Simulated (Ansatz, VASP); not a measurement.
**Si7Ge in VASP and in Ansatz**

```
Si Ge
1.0
     5.46797    0.00000    0.00000
     0.00000    5.46797    0.00000
     0.00000    0.00000    5.46797
Si Ge
7 1
Cartesian
  1.3190 1.3190 1.5028
  0.0000 2.7340 2.7340
  2.7340 2.7340 0.0000
  2.7340 0.0000 2.7340
  4.1489 1.3190 3.9652
  4.1489 4.1489 1.5028
  1.3190 4.1489 3.9652
  0.0000 0.0000 0.0000
```

Change from the starting cell: mode 14 (415.5 1/cm) frozen in, largest displacement -0.150 Å.

Alike in both runs: task single point; functional r2SCAN; k mesh 6 × 6 × 6; occupations gaussian, width 0.05 eV; no spin polarisation.

|  | VASP | Ansatz |
| --- | --- | --- |
| version | VASP 6.6.1 | Ansatz 0.2.0 |
| potentials or method | VASP PAW PBE potentials, release 64 (Si, Ge_d), cutoff 520 eV | scalar-relativistic, plane waves, PAW |
| valence electrons in the cell | 42 | 42 |

|  | VASP | Ansatz | Ansatz less VASP |
| --- | --- | --- | --- |
| gap on the k mesh at the Fermi level (eV) | none | none | - |
| pressure (GPa) | 0.8 | 1.0 | +0.18 |
| traceless stress, the component that is largest in VASP (GPa) | -0.79 | -0.81 | -0.024 |
| rms of the force components (eV/Å) | 0.968 | 0.970 | +0.0023 |

VASP's potentials were made for PBE, not for r2SCAN. Atom by atom the forces differ by 0.007 eV/Å (rms over components). A gap of «none» marks a metal or a gap that the smearing closes. The functional is the same, so the differences come from potentials, cutoffs and numerics.
